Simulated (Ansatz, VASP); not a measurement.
## Pd in VASP and in Ansatz

```
CELL_PARAMETERS angstrom
0.00000 1.93727 1.93727
1.93727 0.00000 1.93727
1.93727 1.93727 0.00000
ATOMIC_POSITIONS crystal
Pd 0.00000 0.00000 0.00000
```

Alike in both runs: task single point; functional PBEsol; k mesh 36 × 36 × 36; no spin polarisation.

|  | VASP | Ansatz |
| --- | --- | --- |
| version | VASP 6.6.1 | Ansatz 0.2.0 |
| potentials or method | VASP PAW PBE potentials, release 64 (Pd) | plane-wave PAW, scalar-relativistic |
| plane-wave cutoff (eV) | 520 | 420 |
| occupations | methfessel-paxton of order 1, width 0.1 eV | cold, width 0.1 eV |
| valence electrons in the cell | 10 | 18 |

Ansatz gave:

| Item | Value |
| --- | --- |
| pressure (GPa) | 0.0 |

Task: Estimate VASP's values.

Result: Pressure (GPa): -0.3.

VASP's potentials were made for PBE, not for PBEsol, and Ansatz warns of the same on its side. VASP's potentials hold 10 valence electrons a cell and Ansatz's 18, so a difference there can come from the potentials and not from the codes.
